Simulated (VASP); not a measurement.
Set up this calculation in VASP 6.6.1, as the native input.

| Property | Result |
| --- | --- |
| Task | single point |
| Functional | PBEsol |
| Potentials or basis | VASP PAW PBE potentials, release 64 (Nb_sv, P) |
| Cutoff | 520 eV |
| k mesh | 11 × 11 × 11 |
| Occupations | fermi-dirac, width 0.05 eV |
| Spin | no spin polarisation |
| Dipole correction | no |
| Further INCAR settings | ALGO = Normal; EDIFF = 1e-06; NBANDS = 26 |

The structure of NbP lies in POSCAR:

```
NbP
1.0
   -1.6860157846      1.6860157846      5.7781232452
    1.6860157846     -1.6860157846      5.7781232452
    1.6860157846      1.6860157846     -5.7781232452
Nb P
2 2
Direct
    0.2498808000      0.7498808000      0.5000000000
    0.4998808000      0.4998808000      0.0000000000
    0.8327477700      0.3327477700      0.5000000000
    0.0827477700      0.0827477700      0.0000000000
```

This cell differs from its parent crystal: volume scaled by 1.02.

The input as run:

INCAR

```
SYSTEM = NbP
PREC = Accurate ; ENCUT = 520
EDIFF = 1E-6 ; ISMEAR = -1
SIGMA = 0.05 ; LREAL = .False.
LASPH = .True. ; NELM = 100
ALGO = Normal ; ISIF = 2
LWAVE = .False. ; LCHARG = .True.
GGA = PS ; LELF = .True.
LVHAR = .True. ; NBANDS = 26
```

KPOINTS

```
regular mesh
0
Gamma
  11 11 11
  0 0 0
```

Potentials or basis: VASP PAW PBE potentials, release 64 (Nb_sv, P).

Launch:

```console
$ cat potpaw_PBE.64/Nb_sv/POTCAR potpaw_PBE.64/P/POTCAR > POTCAR
$ mpirun -np 1 vasp_std > vasp.out
```

Results of the run:

The pressure is -9.9 GPa and the largest force is 0.010 eV/Å. The band gap on the k mesh is zero (filled and empty bands touch).

Caveat: the PAW data sets were made with another functional, which shifts forces and pressure a little.

It took 8.2 min on 1 thread of AMD EPYC 7R13 Processor (Zen 3), with other jobs on the host, peak memory 0.41 GiB.
